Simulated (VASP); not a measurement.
Wanted: the native input for a VASP 6.6.1 run.

```yaml
Task: single point
Functional: PBE
Potentials_or_basis: VASP PAW PBE potentials, release 64 (Zr_sv, Ta_sv_GW, O)
Cutoff: 700 eV
k_mesh: 4 × 4 × 3
Occupations: gaussian, width 0.2 eV
Spin: no spin polarisation
Dipole_correction: no
Further_INCAR_settings: ALGO = Normal; EDIFF = 1e-06; NBANDS = 46
```

The structure of Zr2Ta3O2 lies in POSCAR:

```
Zr2Ta3O2
1.0
    4.8481215948      0.0000000000      0.0000000000
    0.0000000000      4.8481215948      0.0000000000
    0.0000000000      0.0000000000      5.0268616997
Zr Ta O
2 3 2
Direct
    0.5000000000      0.0000000000      0.0000000000
    0.0000000000      0.5000000000      0.0000000000
    0.5000000000      0.5000000000      0.5000000000
    0.5000000000      0.5000000000      0.0000000000
    0.0000000000      0.0000000000      0.5000000000
    0.5000000000      0.0000000000      0.5000000000
    0.0000000000      0.5000000000      0.5000000000
```

The cell was generated, and may not be a known phase.

These files were run (other wordings do the same):

INCAR

```
  ALGO = Normal
  EDIFF = 1E-6
  ENCUT = 700
  GGA = PE
  GGA_COMPAT = F
  ISIF = 2
  ISMEAR = 0
  LASPH = T
  LCHARG = T
  LELF = T
  LREAL = F
  LVHAR = T
  LWAVE = F
  NBANDS = 46
  NELM = 120
  PREC = Accurate
  SIGMA = 0.2
```

KPOINTS

```
k-points
0
Gamma
  4 4 3
```

Potentials or basis: VASP PAW PBE potentials, release 64 (Zr_sv, Ta_sv_GW, O).

The run is started by

```bash
$ cat potpaw_PBE.64/Zr_sv/POTCAR potpaw_PBE.64/Ta_sv_GW/POTCAR potpaw_PBE.64/O/POTCAR > POTCAR
$ mpirun -np 1 vasp_std > vasp.out
```

It gave:

| Property | Result |
| --- | --- |
| Pressure | 0.0 GPa |
| Band gap on the k mesh | zero (an odd number of electrons rules out a gap without spin polarisation) |

Caveat: the k points lie up to 0.42 Å⁻¹ apart, too coarse for converged energies and pressures of a metal; spin-orbit coupling is left out, which moves the levels of the heavy elements.

It took 2.1 min on 1 thread of Intel(R) Xeon(R) Platinum 8375C CPU @ 2.90GHz (Ice Lake) (shared host), peak memory 0.33 GiB.
